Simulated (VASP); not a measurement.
A run of VASP 6.6.1:

File INCAR:

```
PREC = Accurate ; ENCUT = 520
EDIFF = 1E-8 ; ISMEAR = -1
SIGMA = 0.08 ; LREAL = F
LASPH = T ; NELM = 80
ALGO = Normal ; ISIF = 2
LWAVE = F ; LCHARG = F
GGA = PS ; LEFG = T
NBANDS = 12
```

KPOINTS

```
regular mesh
0
Gamma
  19 19 19
```

The input POSCAR:

```
Cu
1.0
    0.0000000000      1.8075000000      1.7532750000
    1.8075000000      0.0000000000      1.7532750000
    1.8075000000      1.8075000000      0.0000000000
Cu
1
Direct
    0.0000000000      0.0000000000      0.0000000000
```

Potentials or basis: VASP PAW PBE potentials, release 64 (Cu).

Command:

```bash
$ cat potpaw_PBE.64/Cu/POTCAR > POTCAR
$ mpirun -np 1 vasp_std > vasp.out
```

Hardware: 1 thread of Intel(R) Xeon(R) Platinum 8488C (Sapphire Rapids) (shared host).

Problem. Estimate the wall time of this run.

Solution. Wall time 58 s on 1 thread of Intel(R) Xeon(R) Platinum 8488C (Sapphire Rapids), with other jobs on the host, peak memory 0.18 GiB. Counts: scf iterations 14, k points 550.
